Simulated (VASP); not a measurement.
## AlGa2P3: single point with PBE

Crystal: AlGa2P3.

```
Al Ga P
1.0
     3.86138    0.00000    0.00000
    -1.93069    3.34405    0.00000
     0.00000    0.00000    9.45881
Al Ga P
1 2 3
Direct
  0.00000 0.00000 0.99970
  0.66667 0.33333 0.66630
  0.33333 0.66667 0.33386
  0.66667 0.33333 0.91662
  0.33333 0.66667 0.58328
  0.00000 0.00000 0.25024
```

```
Program             : VASP 6.6.1
Task                : single point
Functional          : PBE
Potentials or basis : VASP PAW PBE potentials, release 64 (Al, Ga_d, P)
Cutoff              : 500 eV
k mesh              : 12 × 12 × 4
Occupations         : gaussian, width 0.01 eV
Spin                : no spin polarisation
```

The pressure is 2.0 GPa and the largest force is 0.069 eV/Å. The band gap on the k mesh is 1.60 eV, indirect (least direct gap 1.92 eV).

Forces on the atoms (eV/Å):
```
Al   0.000  0.000  0.017
Ga   0.000  0.000 -0.001
Ga   0.000  0.000 -0.015
P    0.000  0.000  0.060
P    0.000  0.000  0.007
P    0.000  0.000 -0.069
```

Levels at points of the mesh, in eV from the valence-band top:
```csv
k point,band 18,band 19,band 20,band 21,band 22,band 23,band 24,band 25,band 26,band 27
"(0.00, 0.00, 0.00)",-0.75,-0.75,-0.02,0.00,0.00,1.92,2.02,2.86,4.09,4.09
"(0.50, 0.00, 0.00)",-2.50,-2.46,-2.30,-1.53,-1.45,1.60,1.97,2.85,3.03,4.72
"(0.00, 0.00, 0.50)",-1.03,-0.45,-0.45,-0.22,-0.22,1.90,2.53,3.15,4.52,4.52
"(0.50, 0.00, 0.50)",-3.08,-2.25,-2.16,-1.01,-1.01,1.88,2.10,2.25,3.64,3.68
```

Run time: 4.2 min on 1 thread of Intel(R) Xeon(R) 6975P-C (Granite Rapids), with other jobs on the host, peak memory 0.35 GiB.

A k mesh can miss the band edges.
